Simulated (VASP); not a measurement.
TiCo: single point with PBE

TiCo:

```
Ti Co
1.0
     2.98611    0.00000    0.00000
     0.00000    2.98611    0.00000
     0.00000    0.00000    2.98611
Ti Co
1 1
Cartesian
  0.0000 0.0000 0.0000
  1.4931 1.4931 1.4931
```

```
Program             : VASP 6.6.1
Task                : single point
Functional          : PBE
Potentials or basis : VASP PAW PBE potentials, release 64 (Ti_sv, Co)
Cutoff              : 520 eV
k mesh              : 13 × 13 × 13
Occupations         : fermi-dirac, width 0.03 eV
Spin                : collinear spin, ferromagnetic start
Starting moments    : [1.0, 2.0] μB
```

```yaml
Pressure: -0.5 GPa
Net_moment: 0.88 μB per cell
Site_moments: Ti -0.03; Co +0.96 μB
Valence_electrons_inside_the_program's_atomic_spheres: Ti 10.28; Co 8.29
```

Levels at points of the mesh, in eV from the Fermi level:
Spin up:
| k point | band 9 | band 10 | band 11 | band 12 | band 13 | band 14 |
| --- | --- | --- | --- | --- | --- | --- |
| (0.00, 0.00, 0.00) | -1.88 | -1.88 | 0.47 | 0.47 | 2.67 | 2.67 |
Spin down:
```tsv
k point	band 6	band 7	band 8	band 9	band 10	band 11	band 12	band 13	band 14	band 15
(0.00, 0.00, 0.00)	-3.50	-3.50	-1.32	-1.32	-1.32	1.04	1.04	2.76	2.76	2.76
```

It took 96 s on 1 thread of AMD EPYC 7R13 Processor (Zen 3), on a shared host, peak memory 0.17 GiB.
